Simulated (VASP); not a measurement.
## Au4C: single point with r2SCAN

The system is Au4C, a slab with vacuum.

```
Au C
1.0
     2.91621    0.00000    0.00000
     0.00000    2.91621    0.00000
     0.00000    0.00000   25.18621
Au C
4 1
Direct
  0.50000 0.50000 0.33749
  0.00000 0.00000 0.41936
  0.50000 0.50000 0.50292
  0.00000 0.00000 0.61119
  0.50000 0.50000 0.58714
```

- Program: VASP 6.6.1
- Task: single point
- Functional: r2SCAN
- Potentials or basis: VASP PAW PBE potentials, release 64 (Au, C)
- Cutoff: 520 eV
- k mesh: 10 × 10 × 1
- Occupations: gaussian, width 0.1 eV
- Spin: no spin polarisation

```yaml
Largest_force: 0.077 eV/Å
Band_gap_on_the_k_mesh: zero (bands 24 and 25 overlap by 3.67 eV)
```

Forces on the atoms (eV/Å):
```
Au   0.000  0.000  0.073
Au   0.000  0.000 -0.077
Au   0.000  0.000  0.002
Au   0.000  0.000  0.021
C    0.000  0.000 -0.020
```

Levels at points of the mesh, in eV from the Fermi level:
| k point | band 21 | band 22 | band 23 | band 24 | band 25 | band 26 | band 27 | band 28 |
| --- | --- | --- | --- | --- | --- | --- | --- | --- |
| (0.00, 0.00, 0.00) | -2.51 | -2.21 | -2.21 | -2.16 | 0.26 | 0.66 | 0.66 | 2.90 |
| (0.50, 0.00, 0.00) | -2.33 | -2.32 | -0.38 | -0.04 | 0.06 | 0.58 | 2.42 | 3.87 |
| (0.50, 0.50, 0.00) | -1.66 | -1.37 | -0.61 | 2.81 | 2.84 | 2.84 | 3.25 | 5.28 |

It took 18 min on 1 thread of Intel(R) Xeon(R) Platinum 8259CL CPU @ 2.50GHz (Skylake/Cascade Lake), with other jobs on the host, peak memory 0.43 GiB.

Caveat: the PAW data sets were made with another functional, which shifts forces and pressure a little; spin-orbit coupling is left out, which moves the levels of the heavy elements.
